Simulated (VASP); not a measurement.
Write the native input for VASP 6.6.1 that does the following.

```yaml
Task: single point
Functional: HSE06
Potentials_or_basis: VASP PAW PBE potentials, release 64 (Sb_d_GW)
Cutoff: 400 eV
k_mesh: 5 × 5 × 5
Occupations: fermi-dirac, width 0.05 eV
Spin: no spin polarisation
Dipole_correction: no
Grid_for_exact_exchange_PRECFOCK: Normal
Further_INCAR_settings: ALGO = Normal; EDIFF = 1e-06; NBANDS = 14
Share_of_exact_exchange: 0.25
Screening_parameter: 0.2079 1/Å
```

Sb:

```
CELL_PARAMETERS angstrom
0.00000 2.37124 2.37124
2.37124 0.00000 2.37124
2.37124 2.37124 0.00000
ATOMIC_POSITIONS crystal
Sb 0.00000 0.00000 0.00000
```

This isn't the form of Sb at room conditions, which is rhombohedral.

These files were run (other wordings do the same):

POSCAR

```
Sb
1.0
    0.0000000000      2.3712425216      2.3712425216
    2.3712425216      0.0000000000      2.3712425216
    2.3712425216      2.3712425216      0.0000000000
Sb
1
Direct
    0.0000000000      0.0000000000      0.0000000000
```

INCAR.step1

```
SYSTEM = Sb
ALGO = Normal
EDIFF = 1E-5
ENCUT = 400
GGA = PE
GGA_COMPAT = .FALSE.
ISIF = 2
ISMEAR = -1
LASPH = .TRUE.
LCHARG = .FALSE.
LREAL = .FALSE.
LWAVE = .TRUE.
NBANDS = 14
NELM = 120
PREC = Accurate
SIGMA = 0.05
```

INCAR.step2

```
SYSTEM = Sb
ALGO = Normal
EDIFF = 1E-6
ENCUT = 400
GGA = PE
GGA_COMPAT = .FALSE.
HFSCREEN = 0.2079
ISIF = 2
ISMEAR = -1
ISTART = 1
LASPH = .TRUE.
LCHARG = .FALSE.
LHFCALC = .TRUE.
LREAL = .FALSE.
LWAVE = .FALSE.
NBANDS = 14
NELM = 120
PREC = Accurate
PRECFOCK = Normal
SIGMA = 0.05
```

KPOINTS

```
k-points
0
G
  5 5 5
  0 0 0
```

Potentials or basis: VASP PAW PBE potentials, release 64 (Sb_d_GW).

Run with:

```sh
$ cat potpaw_PBE.64/Sb_d_GW/POTCAR > POTCAR
$ cp INCAR.step1 INCAR
$ mpirun -np 1 vasp_std > vasp.out
$ cp INCAR.step2 INCAR
$ mpirun -np 1 vasp_std > vasp.out
```

It gave:

```yaml
Pressure: -0.7 GPa
Band_gap_on_the_k_mesh: zero (an odd number of electrons rules out a gap without spin polarisation)
```

Caveat: the k points lie up to 0.46 Å⁻¹ apart, too coarse for converged energies and pressures of a metal; the PAW data sets were made with another functional, which shifts forces and pressure a little; spin-orbit coupling is left out, which moves the levels of the heavy elements; an odd number of electrons without spin polarisation forces a metal; a magnetic or distorted state may lie lower.

Run time: 3.6 min on 1 thread of Intel(R) Xeon(R) Platinum 8488C (Sapphire Rapids), on a shared host, peak memory 0.25 GiB.
